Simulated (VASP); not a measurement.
Set up this calculation in VASP 6.6.1, as the native input.

| Quantity | Value |
| --- | --- |
| Task | single point |
| Functional | PBE |
| Potentials or basis | VASP PAW PBE potentials, release 64 (Nb_sv) |
| Cutoff | 520 eV |
| k mesh | 16 × 16 × 16 |
| Occupations | fermi-dirac, width 0.1 eV |
| Spin | no spin polarisation |
| Dipole correction | no |
| Further INCAR settings | ALGO = Normal; EDIFF = 1e-07; NBANDS = 12 |

The structure of Nb lies in POSCAR:

```
Nb
1.0
    2.7219351117      0.0000000000      0.0000000000
    0.0000000000      2.7219351117      0.0000000000
    0.0000000000      0.0000000000      2.7219351117
Nb
1
Direct
    0.0000000000      0.0000000000      0.0000000000
```

One way to write it, as run:

INCAR

```
SYSTEM = Nb
PREC = Accurate
ENCUT = 520
EDIFF = 1E-7
ISMEAR = -1
SIGMA = 0.1
LREAL = .False.
LASPH = .True.
NELM = 60
ALGO = Normal
ISIF = 2
LWAVE = .False.
LCHARG = .False.
GGA = PE
NBANDS = 12
```

KPOINTS

```
regular mesh
0
Gamma
  16 16 16
  0 0 0
```

Potentials or basis: VASP PAW PBE potentials, release 64 (Nb_sv).

The run is started by

```console
$ cat potpaw_PBE.64/Nb_sv/POTCAR > POTCAR
$ mpirun -np 1 vasp_std > vasp.out
```

It gave:

```
Pressure : -0.2 GPa
```

Wall time 24 s on 1 thread of Intel(R) Xeon(R) Platinum 8259CL CPU @ 2.50GHz (Skylake/Cascade Lake), on a shared host, peak memory 0.15 GiB.
